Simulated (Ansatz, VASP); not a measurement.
# AlN in VASP and in Ansatz

```
CELL_PARAMETERS angstrom
3.11300 0.00000 0.00000
-1.55650 2.69594 0.00000
0.00000 0.00000 4.98100
ATOMIC_POSITIONS crystal
Al 0.33333 0.66667 0.00000
Al 0.66667 0.33333 0.50000
N 0.33333 0.66667 0.38000
N 0.66667 0.33333 0.88000
```

Alike in both runs: task electric field gradients; functional PBE; k mesh 11 × 11 × 6; occupations fermi-dirac, width 0.02 eV; no spin polarisation.

|  | VASP | Ansatz |
| --- | --- | --- |
| version | VASP 6.6.1 | Ansatz 0.2.0 |
| potentials or method | VASP PAW PBE potentials, release 64 (Al, N) | plane-wave PAW, scalar-relativistic |
| plane-wave cutoff (eV) | 520 | 420 |
| valence electrons in the cell | 16 | 16 |

VASP gave:

* gap on the k mesh at the Fermi level (eV): 4.22
* pressure (GPa): 3.5
* traceless stress, the component that is largest in VASP (GPa): 1.11
* rms of the force components (eV/Å): 0.074
* size of Vzz on the site where it differs most (V/Å²): 2.6

Problem. What did Ansatz give for the same quantities?

Solution. gap on the k mesh at the Fermi level (eV): 4.21; pressure (GPa): 3.7; traceless stress, the component that is largest in VASP (GPa): 1.06; rms of the force components (eV/Å): 0.075; size of Vzz on the site where it differs most (V/Å²): 2.5.

Atom by atom the forces differ by 0.000 eV/Å (rms over components). The functional is the same, so the differences come from potentials, cutoffs and numerics.
